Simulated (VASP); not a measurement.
# PbO2: relaxation of cell and atoms with PBE

PbO2:

```xyz
3
Lattice="3.0400 0.0000 0.0000 -1.5200 2.6327 0.0000 0.0000 0.0000 4.8640" Properties=species:S:1:pos:R:3 pbc="T T T"
Pb    0.0000    0.0000    0.0000
O     0.0000    1.7551    1.2160
O     1.5200    0.8776    3.6480
```

| Property | Result |
| --- | --- |
| Program | VASP 6.6.1 |
| Task | relaxation of cell and atoms |
| Functional | PBE |
| Potentials or basis | VASP PAW PBE potentials, release 64 (Pb_d, O) |
| Cutoff | 600 eV |
| k mesh | 8 × 8 × 5 |
| Occupations | fermi-dirac, width 0.02 eV |
| Spin | no spin polarisation |
| Target pressure | 20 GPa |
| Dipole correction | no |
| Further INCAR settings | ALGO = Normal; EDIFF = 1e-06; IBRION = 2; EDIFFG = -0.01; NSW = 80; ISIF = 3 |

| Property | Result |
| --- | --- |
| Relaxed volume | 12.09 Å³/atom |
| Relaxed cell | a = 3.349 Å, b = 3.349 Å, c = 3.735 Å, α = 90.00°, β = 90.00°, γ = 120.00° |
| Space group after relaxing (to 0.05 Å) | P-3m1 (No. 164) |
| Energy change on relaxing (the enthalpy is what falls) | -240.6 meV/atom |
| Ionic steps | 16 |
| Pressure after relaxing | 20.1 GPa |
| Band gap on the k mesh | zero (band 13 reaches 6.63 eV, above the bottom of band 14 at 6.55 eV) |

The path:
| step | energy change (eV) | largest force (eV/Å) | pressure (GPa) | volume (Å³) |
| --- | --- | --- | --- | --- |
| 1 | 0.0000 | 0.4842 | 35.18 | 38.93 |
| 2 | -1.0945 | 1.0708 | -2.58 | 45.94 |
| 3 | -0.9218 | 0.6135 | 9.49 | 42.87 |
| 4 | -1.0094 | 0.4187 | 14.58 | 40.28 |
| 5 | -0.9326 | 0.8016 | 17.27 | 39.12 |
| 6 | -0.5765 | 1.4529 | 24.19 | 36.59 |
| 7 | -0.8554 | 1.0083 | 19.11 | 38.37 |
| 8 | -0.8324 | 0.6025 | 18.21 | 37.53 |
| 9 | -0.6392 | 0.2227 | 18.72 | 35.78 |
| 10 | -0.7357 | 0.1088 | 18.23 | 36.45 |
| 11 | -0.6156 | 0.1821 | 24.50 | 35.50 |
| 12 | -0.6857 | 0.1409 | 21.03 | 36.01 |
| 13 | -0.7075 | 0.0395 | 20.10 | 36.16 |
| 14 | -0.7075 | 0.0384 | 20.07 | 36.16 |
| 15 | -0.7125 | 0.0251 | 20.07 | 36.19 |
| 16 | -0.7217 | 0.0018 | 20.08 | 36.27 |

Final structure:
```xyz
3
Lattice="3.3486 0.0000 0.0000 -1.6743 2.8999 0.0000 0.0000 0.0000 3.7347" Properties=species:S:1:pos:R:3 pbc="T T T"
Pb    0.0000    0.0000    3.7347
O     0.0000    1.9333    1.0294
O     1.6743    0.9667    2.7052
```

Levels at points of the mesh, in eV from the Fermi level:
```
           k point  band 10  band 11  band 12  band 13  band 14  band 15  band 16  band 17
(0.00, 0.00, 0.00)    -1.94    -1.55    -1.55    -0.45    -0.14     5.52    10.24    10.24
(0.50, 0.00, 0.00)    -3.58    -2.85    -1.08    -0.36     3.26     6.78    10.36    10.93
```

It took 2 min on 1 thread of Intel(R) Xeon(R) Platinum 8488C (Sapphire Rapids), on a shared host, peak memory 0.19 GiB.

Caveat: the cell is relaxed towards a set pressure, so the enthalpy falls and the energy may rise; spin-orbit coupling is left out, which moves the levels of the heavy elements.
